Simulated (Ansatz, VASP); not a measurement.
S in VASP and in Ansatz

```
S
1.0
     6.84584   -5.52207    0.13409
     6.84584    5.52207    0.13409
    -2.36120    0.00000    9.24029
S
20
Direct
  0.75450 0.93907 0.15751
  0.01160 0.60302 0.80925
  0.98840 0.39698 0.19075
  0.24550 0.06093 0.84249
  0.39369 0.76187 0.58676
  0.52782 0.61314 0.72978
  0.93907 0.75450 0.65751
  0.02095 0.11866 0.72749
  0.39698 0.98840 0.69075
  0.06093 0.24550 0.34249
  0.88134 0.97905 0.77251
  0.61314 0.52782 0.22978
  0.76187 0.39369 0.08676
  0.97905 0.88134 0.27251
  0.60631 0.23813 0.41324
  0.11866 0.02095 0.22749
  0.60302 0.01160 0.30925
  0.38686 0.47218 0.77022
  0.47218 0.38686 0.27022
  0.23813 0.60631 0.91324
```

Alike in both runs: functional PBE; k mesh 4 × 4 × 4; occupations gaussian, width 0.02 eV; no spin polarisation.

Ansatz relaxed the structure, and its values are those at the end. VASP's run is a single point on that final structure, the one shown.

|  | VASP | Ansatz |
| --- | --- | --- |
| version | VASP 6.6.1 | Ansatz 0.2.0 |
| potentials or method | VASP PAW PBE potentials, release 64 (S), cutoff 520 eV | scalar-relativistic, plane waves, PAW |
| valence electrons in the cell | 120 | 120 |

```csv
,VASP,Ansatz,Ansatz less VASP
gap on the k mesh at the Fermi level (eV),2.23,2.19,-0.042
least direct gap on the mesh (eV),2.32,2.28,-0.042
pressure (GPa),-0.4,0.0,+0.36
rms of the force components (eV/Å),0.066,0.002,-0.0639
```

The functional is the same, so the differences come from potentials, cutoffs and numerics.
